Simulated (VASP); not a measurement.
# PbI2: single point with PBE

The system is PbI2.

```xyz
3
Lattice="4.5641 0.0000 0.0000 -2.2820 3.9526 0.0000 0.0000 0.0000 7.3294" Properties=species:S:1:pos:R:3 pbc="T T T"
Pb    0.0000    0.0000    0.0000
I     0.0000    2.6351    1.8956
I     2.2820    1.3175    5.4338
```

This cell differs from its parent crystal: uniaxial z strain +4.0%.

```json
{
  "Program": "VASP 6.6.1",
  "Task": "single point",
  "Functional": "PBE",
  "Potentials or basis": "VASP PAW PBE potentials, release 64 (Pb_d, I)",
  "Cutoff": "500 eV",
  "k mesh": "6 × 6 × 4",
  "Occupations": "fermi-dirac, width 0.02 eV",
  "Spin": "no spin polarisation",
  "Dipole correction": "no",
  "Further INCAR settings": "ALGO = Normal; EDIFF = 1e-06; NBANDS = 21"
}
```

- Pressure: 0.8 GPa
- Largest force: 0.041 eV/Å
- Band gap on the k mesh: 2.36 eV

Forces in eV/Å, atoms in the order of the input:
```
Pb   0.000  0.000  0.000
I    0.000  0.000  0.041
I    0.000  0.000 -0.041
```

Stress tensor (GPa, compression positive):
```
0.95 0.00 0.00
0.00 0.95 0.00
0.00 0.00 0.64
```

Levels at points of the mesh, in eV from the valence-band top:
| k point | band 11 | band 12 | band 13 | band 14 | band 15 | band 16 | band 17 | band 18 |
| --- | --- | --- | --- | --- | --- | --- | --- | --- |
| (0.00, 0.00, 0.00) | -0.86 | -0.75 | -0.73 | -0.73 | 2.58 | 3.42 | 3.42 | 6.32 |
| (0.50, 0.00, 0.00) | -1.83 | -1.35 | -0.69 | -0.39 | 2.96 | 3.78 | 4.54 | 5.29 |
| (0.00, 0.00, 0.50) | -0.95 | -0.61 | -0.61 | 0.00 | 2.36 | 3.30 | 3.30 | 6.56 |
| (0.50, 0.00, 0.50) | -1.68 | -1.11 | -0.93 | -0.71 | 3.25 | 3.77 | 4.09 | 5.79 |

Wall time 30 s on 1 thread of AMD EPYC 9R45 96-Core Processor (Zen 5), on a shared host, peak memory 0.23 GiB.

Caveat: the cell differs from its parent crystal (uniaxial z strain +4.0%); spin-orbit coupling is left out, which moves the levels of the heavy elements; this functional lacks dispersion, which binds layers or chains, so the pressure and a relaxed spacing across them are unreliable. A k mesh can miss the band edges.
